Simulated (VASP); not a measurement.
# C6N in VASP: notebook, part 2 of 2

VASP 6.6.1. Earlier steps stand in the parts before.

## (3) Single point, PBE+D3(BJ)

File INCAR:

```
SYSTEM = C6N
ALGO = Normal ; DIPOL = 0.5 0.5 0.307
EDIFF = 1E-6 ; ENCUT = 520
GGA = PE ; IDIPOL = 3
ISIF = 2 ; ISMEAR = 0
IVDW = 12 ; LASPH = .True.
LCHARG = .False. ; LDIPOL = .True.
LREAL = .False. ; LWAVE = .False.
NBANDS = 42 ; NELM = 60
PREC = Accurate ; SIGMA = 0.05
```

File KPOINTS:

```
k-points
0
Gamma
  6 8 1
  0 0 0
```

File POSCAR:

```
C6N
1.0
    4.9292228550      0.0000000000      0.0000000000
    0.6166369006      3.5586578719      0.0000000000
    0.0000000000      0.0000000000     23.4976437319
C N
12 2
Direct
    0.3564276906      0.1499632937      0.1702298343
    0.8564276906      0.1499632937      0.1702298343
    0.0989390322      0.2099625304      0.1991270674
    0.5989390322      0.2099625304      0.1991270674
    0.0841110521      0.3299262058      0.2569047739
    0.5841110521      0.3299262058      0.2569047739
    0.3266667370      0.3895095889      0.2850339125
    0.8266667370      0.3895095889      0.2850339125
    0.3105178150      0.5194460093      0.3452144215
    0.8105178150      0.5194460093      0.3452144215
    0.0532190619      0.5779315754      0.3701496129
    0.5532190619      0.5779315754      0.3701496129
    0.3032190619      1.0779315754      0.5020777345
    0.3032190619      1.0779315754      0.5488909390
```

Potentials or basis: VASP PAW PBE potentials, release 64 (C, N).

Command:

```
cat potpaw_PBE.64/C/POTCAR potpaw_PBE.64/N/POTCAR > POTCAR
mpirun -np 1 vasp_std > vasp.out
```

OUTCAR:

```text
SYSTEM = C6N
   EDIFF = 1E-6
   ENCUT = 520
   GGA = PE
   ISIF = 2
   ISMEAR = 0
   IVDW = 12
   LASPH = .True.
   LREAL = .False.
   NELM = 60
   PREC = Accurate
 IVDW          = 12

 ion  position               nearest neighbor table
   1  0.356  0.150  0.170-   3 1.42   4 1.42
   2  0.856  0.150  0.170-   4 1.42   3 1.42
   3  0.099  0.210  0.199-   1 1.42   2 1.42   5 1.42
   4  0.599  0.210  0.199-   2 1.42   1 1.42   6 1.42
   5  0.084  0.330  0.257-   8 1.41   7 1.41   3 1.42
   6  0.584  0.330  0.257-   7 1.41   8 1.41   4 1.42
   7  0.327  0.390  0.285-   6 1.41   5 1.41   9 1.49
   8  0.827  0.390  0.285-   5 1.41   6 1.41  10 1.49
   9  0.311  0.519  0.345-  11 1.38  12 1.38   7 1.49
  10  0.811  0.519  0.345-  12 1.38  11 1.38   8 1.49
  11  0.053  0.578  0.370-   9 1.38  10 1.38
  12  0.553  0.578  0.370-  10 1.38   9 1.38
  13  0.303  0.078  0.502-  14 1.10
  14  0.303  0.078  0.549-  13 1.10

  LATTYP: Found a simple monoclinic cell.
 ALAT       =     3.6116875441
 B/A-ratio  =     6.5060012653
 C/A-ratio  =     1.3647977005
 COS(beta)  =    -0.1707337340

  Lattice vectors:

 A1 = (   0.6166369006,   3.5586578719,   0.0000000000)
 A2 = (   0.0000000000,   0.0000000000, -23.4976437319)
 A3 = (  -4.9292228550,   0.0000000000,   0.0000000000)

Analysis of symmetry for initial positions (statically):
=====================================================================
 Subroutine PRICEL returns:
 Original cell was already a primitive cell.

 Routine SETGRP: Setting up the symmetry group for a
 simple monoclinic supercell.

 Subroutine GETGRP returns: Found  1 space group operations
[... 177 lines left out ...]
 NGX is ok and might be reduce to    40
   NGX = 19   NGY = 13   NGZ = 87

 dipolmoment           0.000000      0.000000      0.028673 electrons x Angstroem

 number of electron      58.0000004 magnetization

 dipolmoment           0.000000      0.000000     -0.051909 electrons x Angstroem

 Free energy of the ion-electron system (eV)
  ---------------------------------------------------
  ext. energy  EPLUGINS =         0.00000000
  ---------------------------------------------------
  free energy    TOTEN  =      -114.37015958 eV

  energy without entropy =     -114.35366679  energy(sigma->0) =     -114.36191319

 E-fermi :  -3.3646     XC(G=0):  -4.1564

 val. band max:       -3.3702178450   @ k =  -0.3333   0.1250   0.0000
 cond. band min:      -3.3575799527   @ k =  -0.3333   0.3750   0.0000
 fundamental gap:      0.0126378922
 Fermi energy:        -3.3645574140

 k-point     1 :       0.0000    0.0000    0.0000
  band No.  band energies     occupation
      1     -25.7457      2.00000
      2     -22.1599      2.00000
      3     -20.4179      2.00000
      4     -18.0275      2.00000
      5     -17.9358      2.00000
      6     -17.8803      2.00000
[... 1045 lines left out ...]
     40       5.1720      0.00000
     41       5.1994      0.00000

 [... further k-points ...]

 [bands above 41 left out]

------------------------ aborting loop because EDIFF is reached ----------------------------------------

 vacuum level on the upper side and lower side of the slab       (xc-potential included)        -0.385         0.127

 Edisp (eV)   -1.47863

 E8    (eV) :    -0.4329

  FORCE on cell =-STRESS in cart. coord.  units (eV):
  Direction    XX          YY          ZZ          XY          YZ          ZX
  --------------------------------------------------------------------------------------
  -------------------------------------------------------------------------------------
  Total      -0.35334    -0.18368     4.02431     0.05829     0.74533    -0.02645
  in kB      -1.37346    -0.71399    15.64275     0.22659     2.89715    -0.10281
  external pressure =        4.52 kB  Pullay stress =        0.00 kB

 VOLUME and BASIS-vectors are now :
 -----------------------------------------------------------------------------
  energy-cutoff  :      520.00
  volume of cell :      412.18
      direct lattice vectors                 reciprocal lattice vectors
     4.929222855  0.000000000  0.000000000     0.202871736 -0.035153196  0.000000000
     0.616636901  3.558657872  0.000000000     0.000000000  0.281004816  0.000000000
     0.000000000  0.000000000 23.497643732     0.000000000  0.000000000  0.042557459

 POSITION                                       TOTAL-FORCE (eV/Angst)
 -----------------------------------------------------------------------------------
      1.84938      0.53367      4.00000         0.011777      0.465841      1.677441
      4.31400      0.53367      4.00000         0.012347      0.459569      1.671859
      0.61716      0.74718      4.67902        -0.019220     -0.946338     -3.184816
      3.08177      0.74718      4.67902         0.002383     -0.944812     -3.184713
      0.61805      1.17409      6.03666        -0.020677      0.467467      1.452608
      3.08266      1.17409      6.03666         0.014209      0.468454      1.451410
      1.85040      1.38613      6.69763         0.000427      0.002470      0.033086
      4.31501      1.38613      6.69763        -0.002873     -0.003170      0.007698
      1.85092      1.84853      8.11173        -0.001093      0.037480      0.083319
      4.31553      1.84853      8.11173        -0.003572     -0.012047     -0.060990
      0.61870      2.05666      8.69764        -0.050388      0.011572      0.062324
      3.08331      2.05666      8.69764         0.058848     -0.008608      0.045739
      1.54269      0.27733     11.79764        -0.003108      0.006546     -2.166071
      1.54269      0.27733     12.89764         0.000940     -0.004425      2.111105
 -----------------------------------------------------------------------------------
    total drift:                                0.000134     -0.000252     -0.000874

  FREE ENERGIE OF THE ION-ELECTRON SYSTEM (eV)
  ---------------------------------------------------
  free  energy   TOTEN  =      -115.8487898168 eV

  energy  without entropy=     -115.8322970271  energy(sigma->0) =     -115.84054342

 vacuum level on the upper side and lower side of the slab         2.837         3.371
```

stdout:

```text
POSCAR found type information on POSCAR C N
 POSCAR found :  2 types and      14 ions
 scaLAPACK will be used
 LDA part: xc-table for (Slater+PW92), standard interpolation
 POSCAR, INCAR and KPOINTS ok, starting setup
 FFT: planning ... GRIDC
 FFT: planning ... GRID_SOFT
 FFT: planning ... GRID
 WAVECAR not read
 entering main loop
```

Run time: 8 min. Hardware: 1 thread of Intel Xeon 6975P-C (Granite Rapids), shared host; peak memory 0.66 GiB.

Results:

* Free energy: -115.8488 eV
* Largest force: 3.322 eV/Å
* Band gap on the k mesh: zero (bands 29 and 30 overlap by 0.07 eV)
* Dispersion energy per atom: -0.106 eV

Forces in eV/Å, atoms in the order of the input:
```
C    0.012  0.466  1.677
C    0.012  0.460  1.672
C   -0.019 -0.946 -3.185
C    0.002 -0.945 -3.185
C   -0.021  0.467  1.453
C    0.014  0.468  1.451
C    0.000  0.002  0.033
C   -0.003 -0.003  0.008
C   -0.001  0.037  0.083
C   -0.004 -0.012 -0.061
C   -0.050  0.012  0.062
C    0.059 -0.009  0.046
N   -0.003  0.007 -2.166
N    0.001 -0.004  2.111
```

Caveat: the standard files for N, O and F lose accuracy on very short bonds.
